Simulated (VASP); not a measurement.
# AlN (R-3m) in VASP: a series of runs

The runs below take AlN through single point, with PBEsol.

Everything below comes from runs of VASP 6.6.1. Logs are shortened: lines on timing, memory, paths and dates and some standing lists are left out, and cuts for length are marked.

### Step 1. The cell of the first run

The structure is trigonal, space group R-3m (No. 166). Conventional cell: a = 2.771 Å, b = 2.771 Å, c = 7.065 Å, α = 90.00°, β = 90.00°, γ = 120.00°. Al (site symmetry -3m) has 6 N at 1.99 Å within 2.6 Å. N (site symmetry -3m) has 6 Al at 1.99 Å within 2.6 Å.

### Step 2. Single point, PBEsol

INCAR

```
PREC = Accurate
ENCUT = 520
EDIFF = 1E-7
ISMEAR = 0
SIGMA = 0.05
LREAL = False
LASPH = True
NELM = 80
ALGO = Normal
ISIF = 2
LWAVE = False
LCHARG = False
GGA = PS
NBANDS = 11
```

KPOINTS

```
Automatic mesh
0
Gamma
  10 10 10
```

POSCAR

```
AlN
1.0
    0.0535522578      2.0127812008      2.0127812008
    2.0127812008      0.0535522578      2.0127812008
    2.0127812008      2.0127812008      0.0535522578
Al N
1 1
Direct
    0.5000000000      0.5000000000      0.5000000000
    0.0000000000      0.0000000000      0.0000000000
```

Potentials or basis: VASP PAW PBE potentials, release 64 (Al, N).

Started as:

```bash
$ cat potpaw_PBE.64/Al/POTCAR potpaw_PBE.64/N/POTCAR > POTCAR
$ mpirun -np 1 vasp_std > vasp.out
```

OUTCAR:

```text
PREC = Accurate
   ENCUT = 520
   EDIFF = 1E-7
   ISMEAR = 0
   LREAL = False
   LASPH = True
   NELM = 80
   ISIF = 2
   GGA = PS

 ion  position               nearest neighbor table
   1  0.500  0.500  0.500-   2 1.99   2 1.99   2 1.99   2 1.99   2 1.99   2 1.99
   2  0.000  0.000  0.000-   1 1.99   1 1.99   1 1.99   1 1.99   1 1.99   1 1.99

  LATTYP: Found a trigonal (rhomboedric) cell.
 ALAT       =     2.8470061765
 COS(alpha) =     0.5264197777

  Lattice vectors:

 A1 = (   0.0535522578,   2.0127812008,   2.0127812008)
 A2 = (   2.0127812008,   0.0535522578,   2.0127812008)
 A3 = (   2.0127812008,   2.0127812008,   0.0535522578)

Analysis of symmetry for initial positions (statically):
=====================================================================
 Subroutine PRICEL returns:
 Original cell was already a primitive cell.

 Routine SETGRP: Setting up the symmetry group for a
 trigonal (rhombohedral) supercell.

 Subroutine GETGRP returns: Found 12 space group operations
 (whereof 12 operations were pure point group operations)
 out of a pool of 12 trial point group operations.

The static configuration has the point symmetry D_3d.

Analysis of symmetry for dynamics (positions and initial velocities):
=====================================================================
 Subroutine PRICEL returns:
 Original cell was already a primitive cell.

 Routine SETGRP: Setting up the symmetry group for a
 trigonal (rhombohedral) supercell.

 Subroutine GETGRP returns: Found 12 space group operations
 (whereof 12 operations were pure point group operations)
 out of a pool of 12 trial point group operations.

The dynamic configuration has the point symmetry D_3d.

 Subroutine INISYM returns: Found 12 space group operations
 (whereof 12 operations are pure point group operations),
 and found     1 'primitive' translations

----------------------------------------------------------------------------------------

                                     Primitive cell

  volume of cell :      15.6580

  direct lattice vectors                    reciprocal lattice vectors
     0.053552258  2.012781201  2.012781201    -0.258552837  0.251852036  0.251852036
     2.012781201  0.053552258  2.012781201     0.251852036 -0.258552837  0.251852036
     2.012781201  2.012781201  0.053552258     0.251852036  0.251852036 -0.258552837

  length of vectors
     2.847006176  2.847006176  2.847006176     0.440123239  0.440123239  0.440123239

  position of ions in fractional coordinates (direct lattice)
     0.500000000  0.500000000  0.500000000
     0.000000000  0.000000000  0.000000000

  ion indices of the primitive-cell ions
   primitive index   ion index
                 1           1
                 2           2

----------------------------------------------------------------------------------------

 KPOINTS: Automatic mesh

Automatic generation of k-mesh.
 Grid dimensions read from file:
 generate k-points for:   10   10   10

 Generating k-lattice:

  Cartesian coordinates                     Fractional coordinates (reciprocal lattice)
    -0.025855284  0.025185204  0.025185204     0.100000000 -0.000000000 -0.000000000
     0.025185204 -0.025855284  0.025185204    -0.000000000  0.100000000 -0.000000000
     0.025185204  0.025185204 -0.025855284    -0.000000000 -0.000000000  0.100000000

  Length of vectors
     0.044012324  0.044012324  0.044012324

  Shift w.r.t. Gamma in fractional coordinates (k-lattice)
     0.000000000  0.000000000  0.000000000

 Subroutine IBZKPT returns following result:
 ===========================================

 Found    116 irreducible k-points:

 Following reciprocal coordinates:
            Coordinates               Weight
  0.000000  0.000000  0.000000      1.000000
  0.100000 -0.000000 -0.000000      6.000000
  0.200000 -0.000000 -0.000000      6.000000
  0.300000 -0.000000 -0.000000      6.000000
  0.400000 -0.000000 -0.000000      6.000000
  0.500000  0.000000 -0.000000      3.000000
[... 16 lines left out ...]
  0.300000  0.300000 -0.000000      6.000000
  0.400000  0.300000 -0.000000     12.000000
 [... further k-points ...]
   k-points           NKPTS =    116   k-points in BZ     NKDIM =    116   number of bands    NBANDS=     11
   number of dos      NEDOS =    301   number of ions     NIONS =      2
   total plane-waves  NPLWV =  13824
   dimension x,y,z NGX =    24 NGY =   24 NGZ =   24
   dimension x,y,z NGXF=    48 NGYF=   48 NGZF=   48
   ions per type =               1   1
   NGX,Y,Z   is equivalent  to a cutoff of  14.01, 14.01, 14.01 a.u.
   NGXF,Y,Z  is equivalent  to a cutoff of  28.03, 28.03, 28.03 a.u.
 SYSTEM =  unknown system
   PREC   = accura    normal or accurate (medium, high low for compatibility)
   ISTART =      0    job   : 0-new  1-cont  2-samecut
   ICHARG =      2    charge: 1-file 2-atom 10-const
   ISPIN  =      1    spin polarized calculation?
   LNONCOLLINEAR =      F non collinear calculations
   LSORBIT =      F    spin-orbit coupling
   LASPH  =      T    aspherical Exc in radial PAW
   ENCUT  =  520.0 eV  38.22 Ry    6.18 a.u.   5.29  5.29  5.29*2*pi/ulx,y,z
   NELM   =     80;   NELMIN=  2; NELMDL= -5     # of ELM steps
   EDIFF  = 0.1E-06   stopping-criterion for ELM
   LREAL  =      F    real-space projection
   EDIFFG = 0.1E-05   stopping-criterion for IOM
   NSW    =      0    number of steps for IOM
   IBRION =     -1    ionic relax: 0-MD 1-quasi-New 2-CG
   NFREE  =      0    steps in history (QN), initial steepest desc. (CG)
   ISIF   =      2    stress and relaxation
   ISYM   =      2    0-nonsym 1-usesym 2-fastsym
   POTIM  = 0.5000    time-step for ionic-motion
   TEBEG  =    0.0;   TEEND  =   0.0 temperature during run
   PSTRESS=    0.0 pullay stress
   NELECT =       8.0000    total number of electrons
   NUPDOWN=      -1.0000    fix difference up-down
   EMIN   =  10.00;   EMAX   =-10.00  energy-range for DOS
   EFERMI =   0.00;   METHOD = LEGACY
   ISMEAR =     0;   SIGMA  =   0.05  broadening in eV -4-tet -1-fermi 0-gaus
   EFERMI_NEDOS =   21; number of points for ismear=-14 and -15
   IALGO  =     38    algorithm
   IMIX   =      4    mixing-type and parameters
     AMIX     =   0.40;   BMIX     =  1.00
     AMIX_MAG =   1.60;   BMIX_MAG =  1.00
  volume/ion in A,a.u.               =       7.83        52.83
  Fermi-wavevector in a.u.,A,eV,Ry     =   1.308758  2.473194 23.304710  1.712848
  Thomas-Fermi vector in A             =   2.439403
   LORBIT       =      0    0 simple, 1 ext, 2 COOP (PROOUT), +10 PAW based schemes
   GGA     = PS    functional components
   LHFCALC =     F    Hartree Fock is set to
   AEXX    =    0.0000 exact exchange contribution
   IVDW    =     0    specifies the selected vdW correction
   LEPSILON=     F    determine dielectric tensor
   LRPA    =     F    only Hartree local field effects (RPA)
 non-spin polarized calculation
 Gauss-broadening in eV      SIGMA  =   0.05
  energy-cutoff  :      520.00
  volume of cell :       15.66
 maximum number of plane-waves:       436
 NGX is ok and might be reduce to    24

 number of electron       8.0000000 magnetization

 Free energy of the ion-electron system (eV)
  ---------------------------------------------------
  ext. energy  EPLUGINS =         0.00000000
  ---------------------------------------------------
  free energy    TOTEN  =       -15.36911705 eV

  energy without entropy =      -15.36911705  energy(sigma->0) =      -15.36911705

 E-fermi :  11.0399     XC(G=0): -12.7096

 val. band max:       10.8146403090   @ k =   0.0000   0.0000   0.0000
 cond. band min:      15.2176710029   @ k =   0.5000   0.5000   0.0000
 fundamental gap:      4.4030306939
 Fermi energy:        11.0398889545

 k-point     1 :       0.0000    0.0000    0.0000
  band No.  band energies     occupation
      1      -7.4456      2.00000
      2      10.1980      2.00000
      3      10.8146      2.00000
      4      10.8146      2.00000
      5      16.9571      0.00000
      6      22.0979      0.00000
      7      23.2265      0.00000
      8      23.2265      0.00000
      9      27.9228      0.00000
     10      28.7193      0.00000
     11      28.7193      0.00000

 k-point     2 :       0.1000   -0.0000   -0.0000
  band No.  band energies     occupation
      1      -7.2239      2.00000
      2       9.6731      2.00000
      3      10.1885      2.00000
      4      10.6656      2.00000
      5      17.4899      0.00000
      6      22.0436      0.00000
      7      22.6545      0.00000
      8      23.5145      0.00000
      9      27.0468      0.00000
     10      27.4198      0.00000
     11      29.3049      0.00000

 k-point     3 :       0.2000   -0.0000   -0.0000
  band No.  band energies     occupation
      1      -6.5774      2.00000
      2       7.5103      2.00000
      3       9.8188      2.00000
      4      10.3059      2.00000
      5      17.8602      0.00000
      6      21.7509      0.00000
      7      23.0636      0.00000
      8      23.6122      0.00000
      9      26.1443      0.00000
     10      27.0729      0.00000
     11      28.8254      0.00000

 k-point     4 :       0.3000   -0.0000   -0.0000
  band No.  band energies     occupation
      1      -5.5788      2.00000
      2       5.0488      2.00000
      3       9.4687      2.00000
      4       9.9100      2.00000
      5      17.3755      0.00000
      6      22.4834      0.00000
      7      22.8790      0.00000
      8      22.9168      0.00000
      9      27.4074      0.00000
     10      27.9997      0.00000
     11      28.7470      0.00000

 k-point     5 :       0.4000   -0.0000   -0.0000
  band No.  band energies     occupation
      1      -4.4475      2.00000
      2       2.9331      2.00000
      3       9.2173      2.00000
      4       9.6201      2.00000
      5      16.9107      0.00000
      6      21.8108      0.00000
      7      22.2287      0.00000
      8      24.2123      0.00000
      9      27.1991      0.00000
     10      29.8525      0.00000
     11      31.1483      0.00000
[... 211 lines left out ...]
 k-point    21 :      -0.3000    0.2000    0.0000
  band No.  band energies     occupation
      1      -4.2041      2.00000
      2       4.0471      2.00000
      3       6.7663      2.00000
      4       9.1768      2.00000
      5      18.7407      0.00000
      6      20.7761      0.00000
      7      22.4637      0.00000
      8      23.2268      0.00000
      9      27.6387      0.00000
     10      30.9267      0.00000
     11      32.1069      0.00000

 k-point    22 :      -0.2000    0.2000    0.0000
  band No.  band energies     occupation
      1      -5.2390      2.00000
      2       5.5864      2.00000
      3       7.5404      2.00000
      4       9.6612      2.00000
      5      19.3567      0.00000
      6      20.5692      0.00000
      7      22.0009      0.00000
      8      23.3968      0.00000
      9      25.5318      0.00000
     10      30.6821      0.00000
     11      31.7613      0.00000

 k-point    23 :       0.3000    0.3000   -0.0000
  band No.  band energies     occupation
      1      -5.0395      2.00000
      2       5.6144      2.00000
      3       8.1877      2.00000
      4       8.7351      2.00000
      5      16.9489      0.00000
      6      18.1846      0.00000
      7      22.8293      0.00000
      8      26.6998      0.00000
      9      26.9682      0.00000
     10      31.5837      0.00000
     11      35.1280      0.00000

 k-point    24 :       0.4000    0.3000   -0.0000
  band No.  band energies     occupation
      1      -4.2114      2.00000
      2       4.5344      2.00000
      3       7.8306      2.00000
      4       7.9357      2.00000
      5      16.4924      0.00000
      6      18.1595      0.00000
      7      23.2801      0.00000
      8      26.7177      0.00000
      9      27.7374      0.00000
     10      32.8984      0.00000
     11      36.1425      0.00000

 [... further k-points ...]
[... 5 lines left out ...]
  --------------------------------------------------------------------------------------
  -------------------------------------------------------------------------------------
  Total        1.5926254      1.5926254      1.5926254     -0.9188885     -0.9188885     -0.9188885
  in kB      162.9625927    162.9625927    162.9625927    -94.0236533    -94.0236533    -94.0236533
  external PRESSURE =     162.9625927 kB  Pullay stress =       0.0000000 kB

 VOLUME and BASIS-vectors are now :
 -----------------------------------------------------------------------------
  energy-cutoff  :      520.00
  volume of cell :       15.66
      direct lattice vectors                 reciprocal lattice vectors
     0.053552258  2.012781201  2.012781201    -0.258552837  0.251852036  0.251852036
     2.012781201  0.053552258  2.012781201     0.251852036 -0.258552837  0.251852036
     2.012781201  2.012781201  0.053552258     0.251852036  0.251852036 -0.258552837

 POSITION                                       TOTAL-FORCE (eV/Angst)
 -----------------------------------------------------------------------------------
      2.03956      2.03956      2.03956         0.000000      0.000000      0.000000
      0.00000      0.00000      0.00000        -0.000000     -0.000000     -0.000000
 -----------------------------------------------------------------------------------
    total drift:                                0.000000     -0.000000     -0.000000

  FREE ENERGIE OF THE ION-ELECTRON SYSTEM (eV)
  ---------------------------------------------------
  free  energy   TOTEN  =       -15.3691170501 eV

  energy  without entropy=      -15.3691170501  energy(sigma->0) =      -15.36911705
```

Wall time 10 s (1 thread of Intel Xeon Platinum 8488C (Sapphire Rapids), shared host); peak memory 0.14 GiB.

What came out:

```
Free energy            : -15.3691 eV
Pressure               : 16.3 GPa
Band gap on the k mesh : 4.40 eV, indirect (least direct gap 6.14 eV)
```

Caveat: the PAW data sets were made with another functional, which shifts forces and pressure a little. A k mesh can miss the band edges.

### Step 3. Single point, PBEsol

This run uses another cell than the first one, of the same volume but with other edges.

INCAR

```
SYSTEM = AlN
PREC     = Accurate       ! precision mode
ENCUT    = 520            ! plane-wave cutoff, eV
EDIFF    = 1E-7           ! SCF threshold, eV
ISMEAR   = 0              ! smearing method
SIGMA    = 0.05           ! smearing width, eV
LREAL    = .FALSE.        ! projectors in reciprocal space
LASPH    = .TRUE.         ! aspherical terms in the spheres
NELM     = 80             ! most SCF steps
ALGO     = Normal         ! electronic algorithm
ISIF     = 2              ! what is computed and relaxed
LWAVE    = .FALSE.        ! write WAVECAR
LCHARG   = .FALSE.        ! write CHGCAR
GGA      = PS             ! functional
NBANDS   = 11             ! bands
```

KPOINTS

```
regular mesh
0
G
  10 10 10
  0 0 0
```

POSCAR

```
AlN
1.0
   -0.0528598833      1.9595722207      1.9595722207
    1.9595722207     -0.0528598833      1.9595722207
    1.9595722207      1.9595722207     -0.0528598833
Al N
1 1
Direct
    0.5000000000      0.5000000000      0.5000000000
    0.0000000000      0.0000000000      0.0000000000
```

Potentials or basis: VASP PAW PBE potentials, release 64 (Al, N).

Started as:

```bash
$ cat potpaw_PBE.64/Al/POTCAR potpaw_PBE.64/N/POTCAR > POTCAR
$ mpirun -np 1 vasp_std > vasp.out
```

It took 10 s on 1 thread of Intel Xeon Platinum 8488C (Sapphire Rapids), shared host; peak memory 0.14 GiB.

It converged, with:

```yaml
Free_energy: -15.3712 eV
Pressure: 16.3 GPa
Band_gap_on_the_k_mesh: 4.24 eV, indirect (least direct gap 6.01 eV)
```

Stress tensor (GPa, compression positive):
```
16.28  8.60  8.60
 8.60 16.28  8.60
 8.60  8.60 16.28
```

Levels at points of the mesh, in eV from the valence-band top:
| k point | band 2 | band 3 | band 4 | band 5 | band 6 | band 7 |
| --- | --- | --- | --- | --- | --- | --- |
| (0.00, 0.00, 0.00) | -0.56 | -0.56 | 0.00 | 6.01 | 11.39 | 11.39 |
| (0.50, 0.00, 0.00) | -9.19 | -1.64 | -1.28 | 6.16 | 10.94 | 11.52 |
| (0.50, 0.50, 0.00) | -8.19 | -3.63 | -3.03 | 4.24 | 5.14 | 14.16 |
| (0.50, 0.50, 0.50) | -8.80 | -1.86 | -1.86 | 5.45 | 10.33 | 10.33 |

Caveat: the PAW data sets were made with another functional, which shifts forces and pressure a little. As with any semilocal functional, this PBEsol gap is likely too small.

### Step 4. Single point, PBEsol

This run uses another cell than the first one, of 9.15 Å³/atom, 1.169 times its volume.

INCAR

```
ALGO = Normal
EDIFF = 1E-6
ENCUT = 520
GGA = PS
ISIF = 2
ISMEAR = 0
LASPH = T
LCHARG = F
LREAL = F
LWAVE = F
NBANDS = 11
NELM = 60
PREC = Accurate
SIGMA = 0.05
```

KPOINTS

```
k-points
0
Gamma
  10 10 10
```

POSCAR

```
AlN
1.0
   -0.0556838736      2.0642605537      2.0642605537
    2.0642605537     -0.0556838736      2.0642605537
    2.0642605537      2.0642605537     -0.0556838736
Al N
1 1
Direct
    0.5000000000      0.5000000000      0.5000000000
    0.0000000000      0.0000000000      0.0000000000
```

Started as:

```bash
$ cat potpaw_PBE.64/Al/POTCAR potpaw_PBE.64/N/POTCAR > POTCAR
$ mpirun -np 1 vasp_std > vasp.out
```

It took 18 s on 1 thread of Intel Xeon 8259CL, shared host; peak memory 0.15 GiB.

It converged, with:

| Quantity | Value |
| --- | --- |
| Free energy | -15.2878 eV |
| Pressure | -21.6 GPa |
| Band gap on the k mesh | 3.20 eV, indirect (least direct gap 3.89 eV) |

Stress tensor (GPa, compression positive):
```
-21.62   6.92   6.92
  6.92 -21.62   6.92
  6.92   6.92 -21.62
```

Levels at points of the mesh, in eV from the valence-band top:
```tsv
k point	band 1	band 2	band 3	band 4	band 5	band 6	band 7	band 8	band 9
(0.00, 0.00, 0.00)	-16.98	-0.49	-0.49	0.00	3.89	10.98	10.98	12.23	15.91
(0.50, 0.00, 0.00)	-14.14	-8.16	-1.31	-0.99	5.21	9.77	10.25	11.28	14.71
(0.50, 0.50, 0.00)	-13.22	-7.11	-3.15	-2.63	3.20	5.07	12.34	15.14	15.49
(0.50, 0.50, 0.50)	-13.89	-7.78	-1.49	-1.49	4.60	9.20	9.20	11.68	14.25
```

Caveat: the PAW data sets were made with another functional, which shifts forces and pressure a little.

(Part 1 of 2 ends here.)
